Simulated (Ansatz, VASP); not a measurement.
## HfN: VASP beside Ansatz

```
Hf N
1.0
     0.00000    2.28722    2.28722
     2.28722    0.00000    2.28722
     2.28722    2.28722    0.00000
Hf N
1 1
Direct
  0.50000 0.50000 0.50000
  0.00000 0.00000 0.00000
```

Alike in both runs: task single point; functional RPBE; k mesh 10 × 10 × 10; occupations gaussian, width 0.05 eV; no spin polarisation.

```csv
,VASP,Ansatz
version,VASP 6.6.1,Ansatz 0.2.0
potentials or method,"VASP PAW PBE potentials, release 64 (Hf_pv, N), cutoff 520 eV","scalar-relativistic, plane waves, PAW"
valence electrons in the cell,15,31
```

|  | VASP | Ansatz | Ansatz less VASP |
| --- | --- | --- | --- |
| gap on the k mesh at the Fermi level (eV) | none | none | - |
| pressure (GPa) | -2.3 | 0.0 | +2.36 |

VASP's potentials were made for PBE, not for RPBE. A gap of «none» marks a metal or a gap that the smearing closes. With one functional, cell and mesh, what is left measures potentials, basis and numerics. VASP's potentials hold 15 valence electrons a cell and Ansatz's 31, so a difference there can come from the potentials and not from the codes.

Spin-orbit coupling is off throughout.
